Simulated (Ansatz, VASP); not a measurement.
## One calculation of ZrN, two programs

```
CELL_PARAMETERS angstrom
0.00000 2.26116 2.26116
2.26116 0.00000 2.26116
2.26116 2.26116 0.00000
ATOMIC_POSITIONS crystal
Zr 0.00000 0.00000 0.00000
N 0.50000 0.50000 0.50000
```

Change from the starting cell: volume scaled by 0.97, PAW files.

Alike in both runs: task electric field gradients; functional PBEsol; k mesh 9 × 9 × 9; occupations fermi-dirac, width 0.01 eV; no spin polarisation.

|  | VASP | Ansatz |
| --- | --- | --- |
| version | VASP 6.6.1 | Ansatz 0.2.0 |
| potentials or method | VASP PAW PBE potentials, release 64 (Zr_sv, N) | PAW with Ansatz's default frozen-core files, scalar-relativistic |
| plane-wave cutoff (eV) | 520 | 420 |
| valence electrons in the cell | 17 | 17 |

|  | VASP | Ansatz | Ansatz less VASP |
| --- | --- | --- | --- |
| pressure (GPa) | 6.0 | 5.5 | -0.42 |

VASP's potentials were made for PBE, not for PBEsol. The functional is the same, so the differences come from potentials, cutoffs and numerics.
